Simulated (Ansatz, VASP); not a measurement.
F in VASP and in Ansatz

```
F
1.0
     2.99102   -1.79009    0.31565
     2.99102    1.79009    0.31565
    -0.84307    0.00000    6.74193
F
4
Direct
  0.91386 0.58555 0.09393
  0.41445 0.08614 0.40607
  0.08614 0.41445 0.90607
  0.58555 0.91386 0.59393
```

Change from the starting cell: volume 18.287 Å^3 an atom, stretch along a over the lengths across it, relative to the relaxed cell 1.0620.

Alike in both runs: task single point; functional PBE; dispersion D3(BJ); k mesh 8 × 8 × 4; occupations gaussian, width 0.05 eV; no spin polarisation.

```csv
,VASP,Ansatz
version,VASP 6.6.1,Ansatz 0.2.0
potentials or method,"VASP PAW PBE potentials, release 64 (F_h), cutoff 1350 eV","scalar-relativistic, plane waves, PAW"
valence electrons in the cell,28,28
```

Ansatz gave:

| Quantity | Value |
| --- | --- |
| gap on the k mesh at the Fermi level (eV) | 3.06 |
| least direct gap on the mesh (eV) | 3.06 |
| pressure (GPa) | 0.0 |
| traceless stress, the component that is largest in VASP (GPa) | -0.16 |
| rms of the force components (eV/Å) | 0.019 |

**Question.** Which values does VASP return?

**Answer.** gap on the k mesh at the Fermi level (eV): 3.06; least direct gap on the mesh (eV): 3.06; pressure (GPa): -0.5; traceless stress, the component that is largest in VASP (GPa): -0.20; rms of the force components (eV/Å): 0.017.

Atom by atom the forces differ by 0.003 eV/Å (rms over components).
